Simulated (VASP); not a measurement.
Here is a VASP 6.6.1 calculation.

Contents of INCAR:

```
PREC = Accurate
ENCUT = 520
EDIFF = 1E-6
ISMEAR = -1
SIGMA = 0.05
LREAL = False
LASPH = True
NELM = 100
ALGO = Normal
ISIF = 2
LWAVE = False
LCHARG = False
GGA = RE
NBANDS = 15
```

KPOINTS

```
Automatic mesh
0
Gamma
  6 6 5
```

POSCAR

```
GaB
1.0
    2.7182400000      0.0000000000      0.0000000000
    0.0000000000      2.7182400000      0.0000000000
    0.0000000000      0.0000000000      3.2362100000
Ga B
1 1
Direct
    0.5000000000      0.5000000000      0.5000000000
    0.0000000000      0.0000000000      0.0000000000
```

Potentials or basis: VASP PAW PBE potentials, release 64 (Ga_d, B).

The run is started by

```bash
$ cat potpaw_PBE.64/Ga_d/POTCAR potpaw_PBE.64/B/POTCAR > POTCAR
$ mpirun -np 1 vasp_std > vasp.out
```

Problem. What does it give for the pressure?

Solution. 2.2 GPa.

Problem. Estimate the band gap on the k mesh.

Solution. Zero (band 8 reaches 11.15 eV, above the bottom of band 9 at 3.88 eV).

Stress tensor (GPa, compression positive):
```
 3.29  0.00  0.00
 0.00  3.29  0.00
 0.00  0.00 -0.13
```

Caveat: the k points lie up to 0.39 Å⁻¹ apart; the PAW data sets were made with another functional, which shifts forces and pressure a little.
